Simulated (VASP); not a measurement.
# Se: relaxation of cell and atoms with PBE

The system is Se.

```xyz
8
Lattice="3.0637 1.7688 6.4017 -3.0637 1.7688 6.4017 0.0000 -3.5377 6.4017" Properties=species:S:1:pos:R:3 pbc="T T T"
Se    0.0000    0.0000    0.0000
Se    0.0000    0.0000    9.6025
Se    0.7304    1.2650   14.4037
Se   -1.4608    0.0000   14.4037
Se    0.7304   -1.2650   14.4037
Se   -0.7304   -1.2650    4.8012
Se    1.4608    0.0000    4.8012
Se   -0.7304    1.2650    4.8012
```

The cell was generated, and may not be a known phase.

* Program: VASP 6.6.1
* Task: relaxation of cell and atoms
* Functional: PBE
* Potentials or basis: VASP PAW PBE potentials, release 64 (Se)
* Cutoff: 600 eV
* k mesh: 6 × 6 × 6
* Occupations: gaussian, width 0.1 eV
* Spin: no spin polarisation
* Dipole correction: no
* Further INCAR settings: ALGO = Normal; EDIFF = 1e-06; IBRION = 2; EDIFFG = -0.01; NSW = 100; ISIF = 3

```json
{
 "Relaxed volume": "26.18 Å³/atom",
 "Relaxed cell": "a = 7.384 Å, b = 7.384 Å, c = 7.384 Å, α = 48.84°, β = 48.84°, γ = 48.84°",
 "Space group after relaxing (to 0.1 Å)": "R-3c (No. 167)",
 "Energy gained by relaxing": "0.4 meV/atom",
 "Ionic steps": "12",
 "Pressure after relaxing": "0.0 GPa",
 "Band gap on the k mesh": "zero (bands 24 and 25 overlap by 0.71 eV)"
}
```

Forces in eV/Å, atoms in the order of the input:
```
Se   0.000  0.000  0.000
Se   0.000  0.000  0.000
Se  -0.001 -0.002  0.000
Se   0.003  0.000  0.000
Se  -0.001  0.002  0.000
Se   0.001  0.002  0.000
Se  -0.003  0.000  0.000
Se   0.001 -0.002  0.000
```

Stress tensor (GPa, compression positive):
```
-0.05  0.00  0.00
 0.00 -0.05  0.00
 0.00  0.00  0.05
```

Step by step:
| step | energy change (eV) | largest force (eV/Å) | pressure (GPa) | volume (Å³) |
| --- | --- | --- | --- | --- |
| 1 | 0.0000 | 0.0081 | 0.15 | 208.15 |
| 2 | -0.0008 | 0.0095 | -0.01 | 208.90 |
| 3 | -0.0009 | 0.0261 | -0.17 | 209.61 |
| 4 | -0.0013 | 0.0169 | -0.16 | 209.76 |
| 5 | -0.0020 | 0.0099 | -0.14 | 210.21 |
| 6 | -0.0021 | 0.0229 | -0.13 | 210.42 |
| 7 | -0.0024 | 0.0297 | -0.06 | 210.11 |
| 8 | -0.0026 | 0.0431 | 0.07 | 209.52 |
| 9 | -0.0029 | 0.0323 | 0.06 | 209.42 |
| 10 | -0.0031 | 0.0011 | 0.03 | 209.13 |
| 11 | -0.0032 | 0.0003 | 0.02 | 209.20 |
| 12 | -0.0034 | 0.0028 | -0.02 | 209.42 |

Final structure:
```cif
data_structure
_symmetry_space_group_name_H-M 'P 1'
_symmetry_Int_Tables_number 1
_cell_length_a 7.3836
_cell_length_b 7.3836
_cell_length_c 7.3836
_cell_angle_alpha 48.839
_cell_angle_beta 48.839
_cell_angle_gamma 48.839
_cell_volume 209.42
loop_
_atom_site_label
_atom_site_type_symbol
_atom_site_fract_x
_atom_site_fract_y
_atom_site_fract_z
_atom_site_occupancy
Se1 Se 0.00000 0.00000 0.00000 1
Se2 Se 0.50000 0.50000 0.50000 1
Se3 Se 0.98953 0.75000 0.51047 1
Se4 Se 0.51047 0.98953 0.75000 1
Se5 Se 0.75000 0.51047 0.98953 1
Se6 Se 0.01047 0.25000 0.48953 1
Se7 Se 0.48953 0.01047 0.25000 1
Se8 Se 0.25000 0.48953 0.01047 1
```

Levels at points of the mesh, in eV from the Fermi level:
```tsv
k point	band 21	band 22	band 23	band 24	band 25	band 26	band 27	band 28
(0.00, 0.00, 0.00)	-1.63	-0.59	-0.59	-0.15	0.64	1.42	1.42	1.81
(0.50, 0.00, 0.00)	-1.42	-1.42	-0.75	-0.75	0.16	0.16	1.41	1.41
(0.50, 0.50, 0.00)	-1.54	-1.30	-0.32	-0.10	0.41	0.56	0.66	0.83
(0.50, 0.50, 0.50)	-1.91	-1.91	0.32	0.32	0.32	0.32	1.75	1.75
```

Run time: 38 min on 1 thread of Intel Xeon 8259CL, on a shared host, peak memory 0.6 GiB.
